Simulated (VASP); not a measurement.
**Ca: single point with LDA**

Crystal: Ca.

```
CELL_PARAMETERS angstrom
3.77393 0.00000 0.00000
-1.88696 3.26831 0.00000
0.00000 0.00000 12.39636
ATOMIC_POSITIONS crystal
Ca 0.00000 0.00000 0.00000
Ca 0.00000 0.00000 0.50000
Ca 0.33333 0.66667 0.25000
Ca 0.66667 0.33333 0.75000
```

This isn't the form of Ca at room conditions, which is fcc.

```
Program             : VASP 6.6.1
Task                : single point
Functional          : LDA
Potentials or basis : VASP PAW LDA potentials, release 64 (Ca_sv)
Cutoff              : 520 eV
k mesh              : 13 × 13 × 4
Occupations         : fermi-dirac, width 0.1 eV
Spin                : no spin polarisation
```

- Pressure: 0.0 GPa
- Band gap on the k mesh: zero (bands 20 and 21 overlap by 0.19 eV)

Levels at points of the mesh, in eV from the Fermi level:
```
           k point  band 16  band 17  band 18  band 19  band 20  band 21  band 22  band 23  band 24  band 25
(0.00, 0.00, 0.00)   -22.53    -4.21    -3.12    -3.11    -1.12    -0.05     1.37     1.38     2.24     2.25
(0.00, 0.00, 0.50)   -22.54    -3.92    -3.92    -1.97    -1.97     0.59     0.59     2.02     2.02     2.31
```

Wall time 2.4 min on 1 thread of Intel(R) Xeon(R) 6975P-C (Granite Rapids) (shared host), peak memory 0.33 GiB.
